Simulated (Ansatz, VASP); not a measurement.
Zn2Bi: VASP beside Ansatz

```
Zn Bi
1.0
     4.39147    0.00000    0.00000
    -2.19574    3.80312    0.00000
     0.00000    0.00000    3.94853
Zn Bi
2 1
Direct
  0.33333 0.66667 0.50000
  0.66667 0.33333 0.50000
  0.00000 0.00000 0.00000
```

Alike in both runs: functional PBE; k mesh 12 × 12 × 16; occupations gaussian, width 0.1 eV; no spin polarisation.

Ansatz relaxed the structure, and its values are those at the end. VASP's run is a single point on that final structure, the one shown.

|  | VASP | Ansatz |
| --- | --- | --- |
| version | VASP 6.6.1 | Ansatz 0.2.0 |
| potentials or method | VASP PAW PBE potentials, release 64 (Zn, Bi_d), cutoff 520 eV | scalar-relativistic, plane waves, PAW |
| valence electrons in the cell | 39 | 39 |

|  | VASP | Ansatz | Ansatz less VASP |
| --- | --- | --- | --- |
| gap on the k mesh at the Fermi level (eV) | none | none | - |
| pressure (GPa) | 0.1 | 0.0 | -0.10 |

A gap of «none» marks a metal or a gap that the smearing closes.

Spin-orbit coupling is off throughout.
